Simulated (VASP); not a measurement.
The system is KF.

```
K F
1.0
     0.00000    2.65392    2.65392
     2.65392    0.00000    2.65392
     2.65392    2.65392    0.00000
K F
1 1
Direct
  0.00000 0.00000 0.00000
  0.50000 0.50000 0.50000
```

Base run:

| Property | Result |
| --- | --- |
| Program | VASP 6.6.1 |
| Functional | r2SCAN |
| Potentials or basis | VASP PAW PBE potentials, release 64 (K_sv, F) |
| Cutoff | 520 eV |
| k mesh | 9 × 9 × 9 |
| Occupations | fermi-dirac, width 0.05 eV |
| Spin | no spin polarisation |

Its results: band gap on the k mesh 6.94 eV; pressure 0.2 GPa.

Task: The run is repeated on the same cell with these changes: functional from r2SCAN to LDA; potentials or basis from VASP PAW PBE potentials, release 64 (K_sv, F) to VASP PAW LDA potentials, release 64 (K_sv, F). What comes out?

Result: Band gap on the k mesh 5.89 eV; pressure -2.8 GPa.

Caveats: an odd mesh through Γ misses points on the zone boundary, where band edges can lie; the PAW data sets were made with another functional, which shifts forces and pressure a little (at least some runs).
